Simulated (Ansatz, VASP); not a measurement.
# One calculation of TaN, two programs

```
Ta N
1.0
     3.13384    0.00000    0.00000
    -1.56692    2.71398    0.00000
     0.00000    0.00000    6.08922
Ta N
2 2
Cartesian
  0.0000 1.8093 0.1910
  1.5669 0.9047 3.2356
  0.0000 1.8093 2.1533
  1.5669 0.9047 5.1979
```

Alike in both runs: functional r2SCAN; k mesh 12 × 12 × 6; occupations gaussian, width 0.01 eV; no spin polarisation.

Ansatz relaxed the structure, and its values are those at the end. VASP's run is a single point on that final structure, the one shown.

|  | VASP | Ansatz |
| --- | --- | --- |
| version | VASP 6.6.1 | Ansatz 0.2.0 |
| potentials or method | VASP PAW PBE potentials, release 64 (Ta_sv_GW, N), cutoff 660 eV | scalar-relativistic, plane waves, PAW |
| valence electrons in the cell | 36 | 36 |

|  | VASP | Ansatz | Ansatz less VASP |
| --- | --- | --- | --- |
| gap on the k mesh at the Fermi level (eV) | none | none | - |
| pressure (GPa) | 0.1 | 0.0 | -0.14 |
| rms of the force components (eV/Å) | 0.019 | 0.003 | -0.0162 |

VASP's potentials were made for PBE, not for r2SCAN. A gap of «none» marks a metal or a gap that the smearing closes.

Spin-orbit coupling is off throughout.
